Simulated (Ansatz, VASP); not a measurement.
**One calculation of ZnAu, two programs**

File INCAR:

```
  PREC = Accurate
  ENCUT = 520
  EDIFF = 1E-6
  ISMEAR = -5
  SIGMA = 0.1
  LREAL = F
  LASPH = T
  NELM = 80
  ALGO = Normal
  ISIF = 2
  LWAVE = F
  LCHARG = F
  GGA = PE
  NBANDS = 18
```

File KPOINTS:

```
Automatic mesh
0
Gamma
  13 13 13
```

The input POSCAR:

```
ZnAu
1.0
    3.1470000000      0.0000000000      0.0000000000
    0.0000000000      3.1470000000      0.0000000000
    0.0000000000      0.0000000000      3.1470000000
Zn Au
1 1
Direct
    0.5000000000      0.5000000000      0.5000000000
    0.0000000000      0.0000000000      0.0000000000
```

Input for Ansatz:

```yaml
crystal:
  lattice:
    - [3.147, 0.0, 0.0]
    - [0.0, 3.147, 0.0]
    - [0.0, 0.0, 3.147]
  atoms:
    - { symbol: Zn, position: [0.5, 0.5, 0.5] }
    - { symbol: Au, position: [0.0, 0.0, 0.0] }
kpoints:
  mp_grid: { grid: [13, 13, 13] }
scf:
  occupations: { method: tetrahedron }
hamiltonian:
  xc: pbe
  pseudopotentials: { kind: all_electron, lapw: { basis_error: 0.0005 } }
output:
  forces: true
  stress: true
  eigenvalues: true
```

Alike in both runs: task single point; functional PBE; k mesh 13 × 13 × 13; occupations tetrahedron; no spin polarisation.

|  | VASP | Ansatz |
| --- | --- | --- |
| version | VASP 6.6.1 | Ansatz 0.2.0 |
| potentials or method | VASP PAW PBE potentials, release 64 (Zn, Au), cutoff 520 eV | all-electron LAPW, scalar-relativistic |

```csv
,VASP,Ansatz,Ansatz less VASP
pressure (GPa),4.9,4.8,-0.08
```

Ansatz ran all-electron here, and VASP with PAW potentials. Ansatz's warnings: band table not solved further, tetrahedron derivatives may miss energy slope.

Spin-orbit coupling is off throughout.
